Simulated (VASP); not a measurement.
Runs of VASP 6.6.1 on RbBr. The structure is that of space group Fm-3m (No. 225), or close to it. The cells are those of the table. 

```tsv
level	cell	gap on the mesh (eV)	pressure (GPa)
r2SCAN	a = 4.894 Å, angles 60.0°, 2 atoms	4.89	0.0
PBE	a = 4.861 Å, angles 60.0°, 2 atoms	4.34	0.9
PBE	a = 5.059 Å, angles 60.0°, 2 atoms	(a)	-0.6
PBE	a = 4.962 Å, angles 60.0°, 2 atoms	(c)	0.0
PBE	a = 4.912 Å, angles 60.0°, 2 atoms	4.26	0.4
r2SCAN	a = 4.845 Å, angles 60.0°, 2 atoms	4.97	0.5
r2SCAN	a = 4.794 Å, angles 60.0°, 2 atoms	5.06	(b)
```

Alike in all rows: task single point; potentials or basis VASP PAW PBE potentials, release 64 (Rb_sv, Br); no spin polarisation; k mesh 6 × 6 × 6; cutoff (eV) 520; smearing gaussian 0.01 eV.

Estimate the missing entries.

(a) 4.06; (b) 1.1; (c) 4.19.

Caveats: the PAW data sets were made with another functional, which shifts forces and pressure a little (at least some runs).

A k mesh can miss the band edges, and the runs leave out spin-orbit coupling on Br, Rb.
